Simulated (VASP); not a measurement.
# CdSe (P6_3mc) in VASP: notebook, part 2 of 2

VASP 6.6.1. Earlier steps stand in the parts before.

### 3 Relaxation of cell and atoms, r2SCAN

This run uses another cell than the first one, of 29.78 Å³/atom.

File POSCAR:

```
CdSe
1.0
    4.3840057943      0.0000000000      0.0000000000
   -2.1920028971      3.7966603882      0.0000000000
    0.0000000000      0.0000000000      7.1556126099
Cd Se
2 2
Direct
    0.3333333333      0.6666666667     -0.0002790350
    0.6666666667      0.3333333333      0.4997209650
    0.3333333333      0.6666666667      0.3752790350
    0.6666666667      0.3333333333      0.8752790350
```

File INCAR.step1:

```
SYSTEM = CdSe
PREC = Accurate ; ENCUT = 600
ISMEAR = -1 ; SIGMA = 0.02
LREAL = .FALSE. ; LASPH = .TRUE.
NELM = 60 ; GGA = PE
ALGO = Normal ; EDIFF = 1E-4
LWAVE = .TRUE. ; LCHARG = .FALSE.
```

File INCAR.step2:

```
SYSTEM = CdSe
PREC = Accurate ; ENCUT = 600
EDIFF = 1E-6 ; ISMEAR = -1
SIGMA = 0.02 ; LREAL = .FALSE.
LASPH = .TRUE. ; NELM = 60
ALGO = Normal ; ISIF = 3
LWAVE = .FALSE. ; LCHARG = .FALSE.
METAGGA = R2SCAN ; LMIXTAU = .TRUE.
IBRION = 2 ; NSW = 80
EDIFFG = -0.005 ; ISTART = 1
```

File KPOINTS:

```
Automatic mesh
0
G
  6 6 4
  0 0 0
```

Potentials or basis: VASP PAW PBE potentials, release 64 (Cd, Se).

On the command line:

```bash
$ cat potpaw_PBE.64/Cd/POTCAR potpaw_PBE.64/Se/POTCAR > POTCAR
$ cp INCAR.step1 INCAR
$ mpirun -np 1 vasp_std > vasp.out
$ cp INCAR.step2 INCAR
$ mpirun -np 1 vasp_std > vasp.out
```

OUTCAR:

```text
SYSTEM = CdSe
   PREC = Accurate
   ENCUT = 600
   EDIFF = 1E-6
   ISMEAR = -1
   LREAL = .FALSE.
   LASPH = .TRUE.
   NELM = 60
   ISIF = 3
   METAGGA = R2SCAN
   IBRION = 2
   NSW = 80
   EDIFFG = -0.005
   ISTART = 1

 ion  position               nearest neighbor table
   1  0.333  0.667  1.000-   4 2.68   4 2.68   4 2.68   3 2.69
   2  0.667  0.333  0.500-   3 2.68   3 2.68   3 2.68   4 2.69
   3  0.333  0.667  0.375-   2 2.68   2 2.68   2 2.68   1 2.69
   4  0.667  0.333  0.875-   1 2.68   1 2.68   1 2.68   2 2.69

  LATTYP: Found a hexagonal cell.
 ALAT       =     4.3840057943
 C/A-ratio  =     1.6322087483

  Lattice vectors:

 A1 = (   4.3840057943,   0.0000000000,   0.0000000000)
 A2 = (  -2.1920028971,   3.7966603882,   0.0000000000)
 A3 = (   0.0000000000,   0.0000000000,   7.1556126099)

Analysis of symmetry for initial positions (statically):
=====================================================================
 Subroutine PRICEL returns:
 Original cell was already a primitive cell.

 Routine SETGRP: Setting up the symmetry group for a
 hexagonal supercell.

 Subroutine GETGRP returns: Found 12 space group operations
[... 155 lines left out ...]
 NGX is ok and might be reduce to    36
   NGX = 17   NGY = 17   NGZ = 29

--------------------------------------- Ionic step        1  -------------------------------------------

 number of electron      36.0000008 magnetization

 Free energy of the ion-electron system (eV)
  ---------------------------------------------------
  ext. energy  EPLUGINS =         0.00000000
  ---------------------------------------------------
  free energy    TOTEN  =       -71.81873630 eV

  energy without entropy =      -71.81873630  energy(sigma->0) =      -71.81873630

------------------------ aborting loop because EDIFF is reached ----------------------------------------

  FORCE on cell =-STRESS in cart. coord.  units (eV):
  Direction    XX          YY          ZZ          XY          YZ          ZX
  --------------------------------------------------------------------------------------
  -------------------------------------------------------------------------------------
  Total       -0.9750375     -0.9750375     -0.9955748     -0.0000000     -0.0000000      0.0000000
  in kB      -13.1163262    -13.1163262    -13.3925970     -0.0000000     -0.0000000      0.0000000
  external PRESSURE =     -13.2084165 kB  Pullay stress =       0.0000000 kB
[... 63 lines left out ...]
--------------------------------------- Ionic step        3  -------------------------------------------

 number of electron      36.0000008 magnetization

 Free energy of the ion-electron system (eV)
  ---------------------------------------------------
  ext. energy  EPLUGINS =         0.00000000
  ---------------------------------------------------
  free energy    TOTEN  =       -71.83234508 eV

  energy without entropy =      -71.83234508  energy(sigma->0) =      -71.83234508

 E-fermi :   0.8782     XC(G=0):  -9.2793

 val. band max:        0.4175908827   @ k =   0.0000   0.0000   0.0000
 cond. band min:       1.5003310484   @ k =   0.0000   0.0000   0.0000
 fundamental gap:      1.0827401657
 Fermi energy:         0.8781572837

 k-point     1 :       0.0000    0.0000    0.0000
  band No.  band energies     occupation
      1     -12.4415      2.00000
      2     -12.0826      2.00000
      3      -7.6512      2.00000
      4      -7.6441      2.00000
      5      -7.6441      2.00000
      6      -7.5762      2.00000
[... 545 lines left out ...]
  FREE ENERGIE OF THE ION-ELECTRON SYSTEM (eV)
  ---------------------------------------------------
  free  energy   TOTEN  =       -71.8323450834 eV

  energy  without entropy=      -71.8323450834  energy(sigma->0) =      -71.83234508

 reached required accuracy - stopping structural energy minimisation
```

OUTCAR.step1:

```text
SYSTEM = CdSe
   PREC = Accurate
   ENCUT = 600
   ISMEAR = -1
   LREAL = .FALSE.
   LASPH = .TRUE.
   NELM = 60
[... 749 lines left out ...]
      2.19200      1.26555      3.57581        -0.000000      0.000000     -0.004125
     -0.00000      2.53111      2.68535         0.000000     -0.000000      0.004125
      2.19200      1.26555      6.26316        -0.000000     -0.000000      0.004125
 -----------------------------------------------------------------------------------
    total drift:                               -0.000000     -0.000000     -0.000074

  FREE ENERGIE OF THE ION-ELECTRON SYSTEM (eV)
  ---------------------------------------------------
  free  energy   TOTEN  =       -10.9903824989 eV

  energy  without entropy=      -10.9903824818  energy(sigma->0) =      -10.99038249
```

OSZICAR.step1:

```text
N       E                     dE             d eps       ncg     rms          rms(c)
DAV:   1     0.261990775113E+03    0.26199E+03   -0.18474E+04   924   0.164E+03
DAV:   2     0.326097768381E+01   -0.25873E+03   -0.25271E+03  1026   0.363E+02
DAV:   3    -0.116144004346E+02   -0.14875E+02   -0.14828E+02  1110   0.858E+01
DAV:   4    -0.117607745217E+02   -0.14637E+00   -0.14633E+00  1038   0.839E+00
DAV:   5    -0.117620132784E+02   -0.12388E-02   -0.12387E-02  1098   0.717E-01    0.779E+00
DAV:   6    -0.110218947601E+02    0.74012E+00   -0.16938E+00  1090   0.125E+01    0.624E+00
DAV:   7    -0.109907643635E+02    0.31130E-01   -0.54997E-01  1038   0.408E+00    0.262E+00
DAV:   8    -0.109903764726E+02    0.38789E-03   -0.56518E-02   960   0.264E+00    0.343E-01
DAV:   9    -0.109901308782E+02    0.24559E-03   -0.94784E-03  1050   0.121E+00    0.113E-01
DAV:  10    -0.109902877736E+02   -0.15690E-03   -0.99599E-04  1020   0.374E-01    0.783E-02
DAV:  11    -0.109904220285E+02   -0.13425E-03   -0.36488E-04   810   0.135E-01    0.267E-02
DAV:  12    -0.109903824989E+02    0.39530E-04   -0.12264E-04   642   0.122E-01
   1 F= -.10990382E+02 E0= -.10990382E+02  d E =-.171098E-07
```

Run time: 17 min. Hardware: 1 thread of Intel Xeon 8259CL, shared host; peak memory 0.34 GiB.

What came out:

```yaml
Free_energy: -71.8323 eV
Relaxed_volume: 28.97 Å³/atom
Relaxed_cell: a = 4.344 Å, b = 4.344 Å, c = 7.090 Å, α = 90.00°, β = 90.00°, γ = 120.00°
Space_group_after_relaxing_to_0.1_Å: P6_3mc (No. 186)
Energy_gained_by_relaxing: 3.4 meV/atom
Ionic_steps: 3
Pressure_after_relaxing: 0.0 GPa
Largest_force_after_relaxing: 0.003 eV/Å
Band_gap_on_the_k_mesh: 1.08 eV
```

Forces on the atoms (eV/Å):
```
Cd   0.000  0.000 -0.003
Cd   0.000  0.000 -0.003
Se   0.000  0.000  0.003
Se   0.000  0.000  0.003
```

Step by step:
| step | energy change (eV) | largest force (eV/Å) | pressure (GPa) | volume (Å³) |
| --- | --- | --- | --- | --- |
| 1 | 0.0000 | 0.0065 | -1.32 | 119.10 |
| 2 | -0.0123 | 0.0021 | 0.44 | 114.92 |
| 3 | -0.0136 | 0.0034 | 0.00 | 115.89 |

Final structure:
```
Cd Se
1.0
     4.34449    0.00000    0.00000
    -2.17224    3.76244    0.00000
     0.00000    0.00000    7.08975
Cd Se
2 2
Direct
  0.33333 0.66667 0.99969
  0.66667 0.33333 0.49969
  0.33333 0.66667 0.37531
  0.66667 0.33333 0.87531
```

Levels at points of the mesh, in eV from the valence-band top:
| k point | band 15 | band 16 | band 17 | band 18 | band 19 | band 20 | band 21 | band 22 |
| --- | --- | --- | --- | --- | --- | --- | --- | --- |
| (0.00, 0.00, 0.00) | -0.73 | -0.05 | 0.00 | 0.00 | 1.08 | 2.64 | 6.38 | 6.38 |
| (0.50, 0.00, 0.00) | -2.57 | -1.79 | -1.28 | -0.72 | 3.62 | 3.71 | 5.09 | 6.52 |
| (0.00, 0.00, 0.50) | -0.38 | -0.38 | -0.38 | -0.38 | 2.77 | 2.77 | 6.26 | 6.26 |
| (0.50, 0.00, 0.50) | -1.31 | -1.31 | -1.30 | -1.30 | 3.32 | 3.32 | 5.27 | 5.27 |

Caveat: the PAW data sets were made with another functional, which shifts forces and pressure a little.
